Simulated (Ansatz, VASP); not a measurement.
**One calculation of Ta, two programs**

The input INCAR:

```
SYSTEM = Ta
PREC = Accurate
ENCUT = 520
EDIFF = 1E-7
ISMEAR = 0
SIGMA = 0.15
LREAL = .FALSE.
LASPH = .TRUE.
NELM = 80
ALGO = Normal
ISIF = 2
LWAVE = .FALSE.
LCHARG = .FALSE.
GGA = PE
NBANDS = 12
```

The input KPOINTS:

```
regular mesh
0
G
  20 20 20
  0 0 0
```

Contents of POSCAR:

```
Ta
1.0
   -1.5191776000      1.5191776000      1.7173312000
    1.5191776000     -1.5191776000      1.7173312000
    1.5191776000      1.5191776000     -1.7173312000
Ta
1
Direct
    0.0000000000      0.0000000000      0.0000000000
```

Input for Ansatz:

```yaml
crystal:
  lattice:
    - [-1.5191776, 1.5191776, 1.7173312]
    - [1.5191776, -1.5191776, 1.7173312]
    - [1.5191776, 1.5191776, -1.7173312]
  atoms:
    - { symbol: Ta, position: [0.0, 0.0, 0.0] }
basis:
  ecutwfc: 420
kpoints:
  mp_grid: { grid: [20, 20, 20] }
hamiltonian:
  xc: pbe
scf:
  occupations: { method: gaussian, width: 0.15 }
output:
  forces: true
  stress: true
  eigenvalues: true
```

Change from the starting cell: strain -0.080 along x and y, +0.040 along z, atoms carried along.

Alike in both runs: task single point; functional PBE; k mesh 20 × 20 × 20; occupations gaussian, width 0.15 eV; no spin polarisation.

|  | VASP | Ansatz |
| --- | --- | --- |
| version | VASP 6.6.1 | Ansatz 0.2.0 |
| potentials or method | VASP PAW PBE potentials, release 64 (Ta_pv), cutoff 520 eV | scalar-relativistic, plane waves, PAW |
| valence electrons in the cell | 11 | 13 |

VASP gave:

| Property | Result |
| --- | --- |
| gap on the k mesh at the Fermi level (eV) | none |
| pressure (GPa) | 38.4 |
| traceless stress, the component that is largest in VASP (GPa) | -11.92 |

Question: Which values does Ansatz return?

Answer: gap on the k mesh at the Fermi level (eV): none; pressure (GPa): 38.0; traceless stress, the component that is largest in VASP (GPa): -11.95.

A gap of «none» marks a metal or a gap that the smearing closes. Both programs put the cell under a high pressure, so it lies far from rest at this level. The functional is the same, so the differences come from potentials, cutoffs and numerics. VASP's potentials hold 11 valence electrons a cell and Ansatz's 13, so a difference there can come from the potentials and not from the codes.

Spin-orbit coupling is off throughout.
